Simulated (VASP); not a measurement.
# AlN in VASP: further runs, part 2 of 2

VASP 6.6.1. Earlier steps stand in the parts before.

**4. Single point, PBE (engineering shear strain xz -0.1400, engineering shear strain yz -0.0350)**

INCAR reads:

```
  PREC = Accurate
  ENCUT = 520
  EDIFF = 1E-6
  ISMEAR = 0
  SIGMA = 0.05
  LREAL = False
  LASPH = True
  NELM = 80
  ALGO = Normal
  ISIF = 2
  LWAVE = False
  LCHARG = False
  GGA = PE
  NBANDS = 11
```

KPOINTS reads:

```
Automatic mesh
0
Gamma
  10 10 10
```

POSCAR reads:

```
AlN
1.0
   -0.1424437406      1.9992996450      1.9992996450
    1.8924668396     -0.0356109352      1.8924668396
    2.0349105802      2.0349105802     -0.1780546758
Al N
1 1
Direct
    0.5000000000      0.5000000000      0.5000000000
    0.0000000000      0.0000000000      0.0000000000
```

Potentials or basis: VASP PAW PBE potentials, release 64 (Al, N).

Launch:

```console
cat potpaw_PBE.64/Al/POTCAR potpaw_PBE.64/N/POTCAR > POTCAR
mpirun -np 1 vasp_std > vasp.out
```

OUTCAR:

```text
PREC = Accurate
   ENCUT = 520
   EDIFF = 1E-6
   ISMEAR = 0
   LREAL = False
   LASPH = True
   NELM = 80
   ISIF = 2
   GGA = PE

 ion  position               nearest neighbor table
   1  0.500  0.500  0.500-   2 2.04   2 2.04   2 2.04   2 2.04   2 2.04   2 2.04
   2  0.000  0.000  0.000-   1 2.04   1 2.04   1 2.04   1 2.04   1 2.04   1 2.04

  LATTYP: Found a triclinic cell.
 ALAT       =     4.6972865110
 B/A-ratio  =     0.5698160352
 C/A-ratio  =     0.6555806025
 COS(alpha) =     0.0001538551
 COS(beta)  =     0.3175518025
 COS(gamma) =     0.8436505806

  Lattice vectors:

 A1 = (  -1.7500230990,  -1.9636887098,  -3.8917664846)
 A2 = (  -1.8924668396,   0.0356109352,  -1.8924668396)
 A3 = (   2.1773543208,   0.0356109352,  -2.1773543208)

Analysis of symmetry for initial positions (statically):
=====================================================================
 Subroutine PRICEL returns:
 Original cell was already a primitive cell.

 Routine SETGRP: Setting up the symmetry group for a
 triclinic supercell.

 Subroutine GETGRP returns: Found  2 space group operations
 (whereof  2 operations were pure point group operations)
 out of a pool of  2 trial point group operations.

The static configuration has the point symmetry S_2 .

Analysis of symmetry for dynamics (positions and initial velocities):
=====================================================================
 Subroutine PRICEL returns:
 Original cell was already a primitive cell.

 Routine SETGRP: Setting up the symmetry group for a
 triclinic supercell.

 Subroutine GETGRP returns: Found  2 space group operations
 (whereof  2 operations were pure point group operations)
 out of a pool of  2 trial point group operations.

The dynamic configuration has the point symmetry S_2 .

 Subroutine INISYM returns: Found  2 space group operations
[... 122 lines left out ...]
   GGA     = PE    functional components
   LHFCALC =     F    Hartree Fock is set to
   AEXX    =    0.0000 exact exchange contribution
   IVDW    =     0    specifies the selected vdW correction
   LEPSILON=     F    determine dielectric tensor
   LRPA    =     F    only Hartree local field effects (RPA)
 non-spin polarized calculation
 Gauss-broadening in eV      SIGMA  =   0.05
  energy-cutoff  :      520.00
  volume of cell :       16.76
 maximum number of plane-waves:       463
 NGX is ok and might be reduce to    24
   NGX = 11   NGY =  9   NGZ = 11

 number of electron       8.0000000 magnetization

 Free energy of the ion-electron system (eV)
  ---------------------------------------------------
  ext. energy  EPLUGINS =         0.00000000
  ---------------------------------------------------
  free energy    TOTEN  =       -14.20690352 eV

  energy without entropy =      -14.20690352  energy(sigma->0) =      -14.20690352

 E-fermi :  11.2222     XC(G=0): -12.2283

 val. band max:       10.8844256507   @ k =   0.0000   0.0000   0.0000
 cond. band min:      12.4187482929   @ k =   0.5000   0.0000   0.5000
 fundamental gap:      1.5343226422
 Fermi energy:        11.2221701701

 k-point     1 :       0.0000    0.0000    0.0000
  band No.  band energies     occupation
      1      -7.6015      2.00000
      2       8.8819      2.00000
      3       9.7438      2.00000
      4      10.8844      2.00000
      5      14.5641      0.00000
      6      19.9814      0.00000
      7      22.4367      0.00000
      8      24.4020      0.00000
      9      26.0411      0.00000
     10      27.6095      0.00000
     11      27.9243      0.00000
[... 309 lines left out ...]
 k-point    24 :      -0.3000    0.2000   -0.0000
  band No.  band energies     occupation
      1      -4.7554      2.00000
      2       3.1628      2.00000
      3       6.7179      2.00000
      4       8.8231      2.00000
      5      17.7759      0.00000
      6      19.4869      0.00000
      7      20.1455      0.00000
      8      23.1291      0.00000
      9      26.5050      0.00000
     10      29.6957      0.00000
     11      31.2078      0.00000

 [... further k-points ...]

------------------------ aborting loop because EDIFF is reached ----------------------------------------

  FORCE on cell =-STRESS in cart. coord.  units (eV):
  Direction    XX          YY          ZZ          XY          YZ          ZX
  --------------------------------------------------------------------------------------
  -------------------------------------------------------------------------------------
  Total        0.5228529     -0.3030767      0.5775633     -0.2220810      1.0913972      4.5651087
  in kB       49.9678976    -28.9643675     55.1964453    -21.2237880    104.3024156    436.2773511
  external PRESSURE =      25.3999918 kB  Pullay stress =       0.0000000 kB

 VOLUME and BASIS-vectors are now :
 -----------------------------------------------------------------------------
  energy-cutoff  :      520.00
  volume of cell :       16.76
      direct lattice vectors                 reciprocal lattice vectors
    -0.142443741  1.999299645  1.999299645    -0.229328968  0.249806561  0.234029630
     1.892466840 -0.035610935  1.892466840     0.263908544 -0.241161667  0.259964311
     2.034910580  2.034910580 -0.178054676     0.229934111  0.241766810 -0.225384736

 POSITION                                       TOTAL-FORCE (eV/Angst)
 -----------------------------------------------------------------------------------
      1.89247      1.99930      1.85686         0.000000      0.000000      0.000000
      0.00000      0.00000      0.00000        -0.000000     -0.000000     -0.000000
 -----------------------------------------------------------------------------------
    total drift:                                0.000000     -0.000000     -0.000000

  FREE ENERGIE OF THE ION-ELECTRON SYSTEM (eV)
  ---------------------------------------------------
  free  energy   TOTEN  =       -14.2069035152 eV

  energy  without entropy=      -14.2069035152  energy(sigma->0) =      -14.20690352
```

OSZICAR:

```text
N       E                     dE             d eps       ncg     rms          rms(c)
DAV:   1     0.691297843554E+01    0.69130E+01   -0.39745E+03 11208   0.666E+02
DAV:   2    -0.153292233058E+02   -0.22242E+02   -0.21193E+02 13745   0.123E+02
DAV:   3    -0.159674498478E+02   -0.63823E+00   -0.63709E+00 13565   0.187E+01
DAV:   4    -0.159695111832E+02   -0.20613E-02   -0.20612E-02 12491   0.115E+00
DAV:   5    -0.159695267785E+02   -0.15595E-04   -0.15596E-04 13346   0.102E-01    0.755E+00
DAV:   6    -0.142283777857E+02    0.17411E+01   -0.76503E+00 12711   0.146E+01    0.261E+00
DAV:   7    -0.142143340302E+02    0.14044E-01   -0.18884E-01 12513   0.319E+00    0.178E+00
DAV:   8    -0.142073808316E+02    0.69532E-02   -0.19080E-02 11792   0.118E+00    0.352E-01
DAV:   9    -0.142068590887E+02    0.52174E-03   -0.20766E-03 13262   0.280E-01    0.149E-01
DAV:  10    -0.142069102972E+02   -0.51208E-04   -0.19034E-04 12513   0.996E-02    0.398E-02
DAV:  11    -0.142069036804E+02    0.66167E-05   -0.25131E-05 13071   0.296E-02    0.635E-03
DAV:  12    -0.142069035152E+02    0.16519E-06   -0.47019E-07  6534   0.633E-03
   1 F= -.14206904E+02 E0= -.14206904E+02  d E =-.430695E-24
```

stdout:

```text
POSCAR found type information on POSCAR AlN
 POSCAR found :  2 types and       2 ions
 scaLAPACK will be used
 LDA part: xc-table for (Slater+PW92), standard interpolation
 POSCAR, INCAR and KPOINTS ok, starting setup
 FFT: planning ... GRIDC
 FFT: planning ... GRID_SOFT
 FFT: planning ... GRID
 WAVECAR not read
 entering main loop
```

Run time: 82 s. Hardware: 1 thread of Intel Xeon 8259CL, shared host; peak memory 0.2 GiB.

What came out:

```
Free energy            : -14.2069 eV
Pressure               : 2.5 GPa
Band gap on the k mesh : 1.53 eV (least direct gap 3.68 eV)
```

Caveat: the cell differs from its parent crystal (engineering shear strain xz -0.1400, engineering shear strain yz -0.0350).

**5. Overview**

| cell | gap on the mesh (eV) | pressure (GPa) |
| --- | --- | --- |
| a = 2.881, b = 2.676 Å, angles 62.3, 64.6, 62.3°, 2 atoms | 1.54 | 2.4 |
| a = 2.880, b = 2.727 Å, angles 61.7, 63.5, 61.7°, 2 atoms | 2.36 | 1.3 |
| a = 2.831, b = 2.677, c = 2.883 Å, angles 63.5, 65.2, 63.0°, 2 atoms | 1.53 | 2.5 |

Alike in all rows: task single point; level PBE; potentials or basis VASP PAW PBE potentials, release 64 (Al, N); no spin polarisation; k mesh 10 × 10 × 10; cutoff (eV) 520; smearing gaussian 0.05 eV.

Absolute energies hang on the potentials; compare differences alone.
